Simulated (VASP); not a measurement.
# KMgF3 (P1) in VASP: a series of runs, part 2 of 2

VASP 6.6.1. Earlier steps stand in the parts before.

## Step 3: Single point, PBE

INCAR

```
PREC = Accurate ; ENCUT = 520
EDIFF = 1E-6 ; ISMEAR = 0
SIGMA = 0.1 ; LREAL = False
LASPH = True ; NELM = 100
ALGO = Normal ; ISIF = 2
LWAVE = False ; LCHARG = False
GGA = PE ; NBANDS = 24
```

KPOINTS

```
regular mesh
0
Gamma
  4 4 4
```

POSCAR

```
KMgF3
1.0
    3.9662450000     -0.0723610000      0.0172210000
   -0.0723610000      4.1838290000      0.0072110000
    0.0172210000      0.0072110000      3.8575920000
K Mg F
1 1 3
Direct
    0.5240164907      0.4640446896      0.5175048802
   -0.0124058765      1.0065079516     -0.0202272006
    0.5115368027      0.9949666481      0.9894602955
    0.0020313771      0.5062809353     -0.0132945045
    1.0008466502     -0.0266345219      0.5203923799
```

Potentials or basis: VASP PAW PBE potentials, release 64 (K_sv, Mg, F).

Run with:

```bash
$ cat potpaw_PBE.64/K_sv/POTCAR potpaw_PBE.64/Mg/POTCAR potpaw_PBE.64/F/POTCAR > POTCAR
$ mpirun -np 1 vasp_std > vasp.out
```

Run time: 23 s. Hardware: 1 thread of Intel Xeon 6975P-C (Granite Rapids), shared host; peak memory 0.2 GiB.

The run converged. Its results:

| Item | Value |
| --- | --- |
| Free energy | -24.0351 eV |
| Pressure | 5.5 GPa |
| Largest force | 2.575 eV/Å |
| Band gap on the k mesh | 7.15 eV (least direct gap 7.40 eV) |

Forces in eV/Å, atoms in the order of the input:
```
K   -0.253  0.355 -0.306
Mg   0.965 -0.276  2.237
F   -0.914  0.129  0.317
F    0.083 -0.484  0.310
F    0.119  0.277 -2.558
```

Stress tensor (GPa, compression positive):
```
 5.38  1.40 -0.55
 1.40 -0.64 -0.03
-0.55 -0.03 11.63
```

Levels at points of the mesh, in eV from the valence-band top:
| k point | band 13 | band 14 | band 15 | band 16 | band 17 | band 18 | band 19 | band 20 |
| --- | --- | --- | --- | --- | --- | --- | --- | --- |
| (0.00, 0.00, 0.00) | -0.57 | -0.40 | -0.32 | -0.25 | 7.15 | 9.92 | 10.22 | 11.96 |
| (0.50, 0.00, 0.00) | -0.96 | -0.72 | -0.56 | -0.45 | 10.00 | 10.16 | 11.12 | 12.41 |
| (0.00, 0.50, 0.00) | -0.66 | -0.62 | -0.53 | -0.51 | 9.70 | 10.19 | 10.78 | 12.64 |
| (0.50, 0.50, 0.00) | -1.02 | -0.90 | -0.74 | -0.08 | 10.67 | 11.36 | 12.10 | 12.38 |
| (0.00, 0.00, 0.50) | -1.04 | -0.78 | -0.62 | -0.42 | 10.03 | 10.37 | 11.29 | 12.37 |
| (0.50, 0.00, 0.50) | -1.14 | -0.68 | -0.64 | -0.01 | 10.63 | 11.78 | 12.28 | 12.48 |
| (0.00, 0.50, 0.50) | -0.98 | -0.95 | -0.86 | -0.05 | 10.64 | 11.40 | 12.17 | 12.63 |
| (0.50, 0.50, 0.50) | -1.01 | -0.05 | -0.03 | 0.00 | 10.21 | 10.35 | 10.45 | 13.31 |

Caveat: the cell stands under pressure; forces of over 1 eV/Å act on the atoms, so gaps and moduli don't describe the material at rest.

## Step 4: Single point, PBE

INCAR

```
PREC = Accurate
ENCUT = 520
EDIFF = 1E-7
ISMEAR = 0
SIGMA = 0.1
LREAL = False
LASPH = True
NELM = 80
ALGO = Normal
ISIF = 2
LWAVE = False
LCHARG = False
GGA = PE
NBANDS = 24
```

KPOINTS

```
Automatic mesh
0
Gamma
  4 4 4
```

POSCAR

```
KMgF3
1.0
    3.9662450000     -0.0723610000      0.0172210000
   -0.0723610000      4.1838290000      0.0072110000
    0.0172210000      0.0072110000      3.8575920000
K Mg F
1 1 3
Direct
    0.5173851802      0.4510575274      0.5161482951
   -0.0163392858      1.0145180613     -0.0157277677
    0.5256837694      0.9991322186      0.9950980968
   -0.0014993406      0.4936741728     -0.0124551960
    0.9992711093     -0.0332443837      0.5013275840
```

Potentials or basis: VASP PAW PBE potentials, release 64 (K_sv, Mg, F).

Run with:

```bash
$ cat potpaw_PBE.64/K_sv/POTCAR potpaw_PBE.64/Mg/POTCAR potpaw_PBE.64/F/POTCAR > POTCAR
$ mpirun -np 1 vasp_std > vasp.out
```

OUTCAR:

```text
PREC = Accurate
   ENCUT = 520
   EDIFF = 1E-7
   ISMEAR = 0
   LREAL = False
   LASPH = True
   NELM = 80
   ISIF = 2
   GGA = PE

 ion  position               nearest neighbor table
   1  0.517  0.451  0.516-   3 2.64   4 2.65   4 2.75   3 2.77   4 2.78   5 2.83   5 2.84   5 2.84
                             2 3.21   2 3.27   2 3.34   2 3.44   2 3.47   2 3.57   2 3.69
   2  0.984  0.015  0.984-   3 1.82   5 1.88   4 2.00   5 2.01   3 2.15   4 2.18   1 3.21   1 3.27
                             1 3.34   1 3.44   1 3.47   1 3.57   1 3.69
   3  0.526  0.999  0.995-   2 1.82   2 2.15   1 2.64   1 2.77
   4  0.999  0.494  0.988-   2 2.00   2 2.18   1 2.65   1 2.75   1 2.78
[... 859 lines left out ...]
  -------------------------------------------------------------------------------------
  Total        3.2861243      0.0003203      3.1474525      0.6054940     -0.1279914     -0.1973229
  in kB       82.2757423      0.0080183     78.8037738     15.1599458     -3.2045626     -4.9404362
  external PRESSURE =      53.6958448 kB  Pullay stress =       0.0000000 kB

 VOLUME and BASIS-vectors are now :
 -----------------------------------------------------------------------------
  energy-cutoff  :      520.00
  volume of cell :       63.99
      direct lattice vectors                 reciprocal lattice vectors
     3.966245000 -0.072361000  0.017221000     0.252212185  0.004364065 -0.001134079
    -0.072361000  4.183829000  0.007211000     0.004364065  0.239091787 -0.000466416
     0.017221000  0.007211000  3.857592000    -0.001134079 -0.000466416  0.259235008

 POSITION                                       TOTAL-FORCE (eV/Angst)
 -----------------------------------------------------------------------------------
      2.02833      1.85343      2.00325        -0.188696      0.514712     -0.302009
      3.91734     -0.00334      3.81397         1.737888     -0.692892      0.882952
      2.02983      4.14934      3.85494        -1.985834     -0.035040      0.115389
      3.94158      2.00032      3.83030         0.210020     -0.070274      0.159601
      3.90203      3.97605      1.95810         0.226623      0.283493     -0.855934
 -----------------------------------------------------------------------------------
    total drift:                               -0.000998     -0.000746     -0.000438

  FREE ENERGIE OF THE ION-ELECTRON SYSTEM (eV)
  ---------------------------------------------------
  free  energy   TOTEN  =       -24.0605018865 eV

  energy  without entropy=      -24.0605018865  energy(sigma->0) =      -24.06050189
```

OSZICAR:

```text
N       E                     dE             d eps       ncg     rms          rms(c)
DAV:   1     0.221218315585E+03    0.22122E+03   -0.17338E+04  1776   0.128E+03
DAV:   2    -0.144613428411E+02   -0.23568E+03   -0.22664E+03  2192   0.342E+02
DAV:   3    -0.259596382602E+02   -0.11498E+02   -0.11439E+02  2560   0.697E+01
DAV:   4    -0.263672086101E+02   -0.40757E+00   -0.40751E+00  2288   0.822E+00
DAV:   5    -0.263705066039E+02   -0.32980E-02   -0.32979E-02  2360   0.723E-01    0.920E+00
DAV:   6    -0.240689988759E+02    0.23015E+01   -0.74283E+00  2088   0.195E+01    0.415E+00
DAV:   7    -0.240616880861E+02    0.73108E-02   -0.26255E-01  2096   0.306E+00    0.247E+00
DAV:   8    -0.240604577738E+02    0.12303E-02   -0.77762E-02  2216   0.249E+00    0.313E-01
DAV:   9    -0.240602246428E+02    0.23313E-03   -0.16168E-02  2168   0.884E-01    0.151E-01
DAV:  10    -0.240604606566E+02   -0.23601E-03   -0.98053E-04  2176   0.209E-01    0.106E-01
DAV:  11    -0.240605145215E+02   -0.53865E-04   -0.64572E-05  2192   0.683E-02    0.522E-02
DAV:  12    -0.240605011810E+02    0.13341E-04   -0.99211E-05  2120   0.692E-02    0.939E-03
DAV:  13    -0.240605019682E+02   -0.78715E-06   -0.32424E-06  2352   0.123E-02    0.206E-03
DAV:  14    -0.240605018865E+02    0.81645E-07   -0.31269E-07  1928   0.464E-03
   1 F= -.24060502E+02 E0= -.24060502E+02  d E =-.115217E-10
```

stdout:

```text
POSCAR found type information on POSCAR K MgF
 POSCAR found :  3 types and       5 ions
 scaLAPACK will be used
 LDA part: xc-table for (Slater+PW92), standard interpolation
 POSCAR, INCAR and KPOINTS ok, starting setup
 FFT: planning ... GRIDC
 FFT: planning ... GRID_SOFT
 FFT: planning ... GRID
 WAVECAR not read
 entering main loop
```

It took 24 s on 1 thread of Intel Xeon 6975P-C (Granite Rapids), shared host; peak memory 0.2 GiB.

Results:

```
Free energy            : -24.0605 eV
Pressure               : 5.4 GPa
Largest force          : 2.069 eV/Å
Band gap on the k mesh : 7.17 eV (least direct gap 7.44 eV)
```

Forces on the atoms (eV/Å):
```
K   -0.189  0.515 -0.302
Mg   1.738 -0.693  0.883
F   -1.986 -0.035  0.115
F    0.210 -0.070  0.160
F    0.227  0.283 -0.856
```

Caveat: the cell stands under pressure; forces of over 1 eV/Å act on the atoms, so gaps and moduli don't describe the material at rest. A k mesh can miss the band edges.

## Step 5: Overview

| cell | gap on the mesh (eV) | pressure (GPa) | largest force (eV/Å) |
| --- | --- | --- | --- |
| as given, atomic positions A | 7.16 | 4.3 | 1.47 |
| as given, atomic positions B | 7.15 | 5.5 | 2.58 |
| as given, atomic positions C | 7.17 | 5.4 | 2.07 |

Alike in all rows: task single point; level PBE; potentials or basis VASP PAW PBE potentials, release 64 (K_sv, Mg, F); no spin polarisation; k mesh 4 × 4 × 4; cutoff (eV) 520; smearing gaussian 0.1 eV.

Caveats: the cell stands under pressure; forces of over 1 eV/Å act on the atoms, so gaps and moduli don't describe the material at rest.

Total energies depend on the potentials used, so only differences within one code and one set of settings carry meaning.
